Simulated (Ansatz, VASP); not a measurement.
## Two plane-wave programs on Ga

The input INCAR:

```
SYSTEM = Ga
ALGO = Normal
EDIFF = 1E-8
ENCUT = 520
GGA = PS
ISIF = 2
ISMEAR = -1
LASPH = .True.
LCHARG = .False.
LEFG = .True.
LREAL = .False.
LWAVE = .False.
NBANDS = 34
NELM = 80
PREC = Accurate
SIGMA = 0.05
```

Contents of KPOINTS:

```
k-points
0
Gamma
  9 9 8
  0 0 0
```

Contents of POSCAR:

```
Ga
1.0
    2.2553500000     -3.8224000000      0.0000000000
    2.2553500000      3.8224000000      0.0000000000
    0.0000000000      0.0000000000      4.3811990000
Ga
4
Direct
    0.1525000000      0.8475000000      0.0785000000
    0.6525000000      0.3475000000      0.4215000000
    0.8475000000      0.1525000000      0.9215000000
    0.3475000000      0.6525000000      0.5785000000
```

Input for Ansatz:

```yaml
crystal:
  lattice:
    - [2.25535, -3.8224, 0.0]
    - [2.25535, 3.8224, 0.0]
    - [0.0, 0.0, 4.381199]
  atoms:
    - { symbol: Ga, position: [0.1525, 0.8475, 0.0785] }
    - { symbol: Ga, position: [0.6525, 0.3475, 0.4215] }
    - { symbol: Ga, position: [0.8475, 0.1525, 0.9215] }
    - { symbol: Ga, position: [0.3475, 0.6525, 0.5785] }
kpoints:
  mp_grid: { grid: [9, 9, 8] }
scf:
  occupations: { method: fermi_dirac, width: 0.05 }
hamiltonian:
  xc: pbesol
  pseudopotentials: { kind: paw }
output:
  forces: true
  stress: true
  eigenvalues: true
  efg: { contact_densities: true }
  write_density: true
  write_potential: true
  elf: true
  volumetric_format: npy
```

Change from the starting cell: zz strain of -3 %, PAW files.

Alike in both runs: task electric field gradients; functional PBEsol; k mesh 9 × 9 × 8; occupations fermi-dirac, width 0.05 eV; no spin polarisation.

```csv
,VASP,Ansatz
version,VASP 6.6.1,Ansatz 0.2.0
potentials or method,"VASP PAW PBE potentials, release 64 (Ga_d)","PAW with Ansatz's default frozen-core files, scalar-relativistic"
plane-wave cutoff (eV),520,420
valence electrons in the cell,52,52
```

```csv
,VASP,Ansatz,Ansatz less VASP
pressure (GPa),0.7,0.6,-0.07
"traceless stress, the component that is largest in VASP (GPa)",-0.57,-0.59,-0.014
rms of the force components (eV/Å),0.205,0.208,+0.0035
size of Vzz on the site where it differs most (V/Å²),52.8,55.1,+2.25
```

VASP's potentials were made for PBE, not for PBEsol. Atom by atom the forces differ by 0.004 eV/Å (rms over components). With one functional, cell and mesh, what is left measures potentials, basis and numerics.
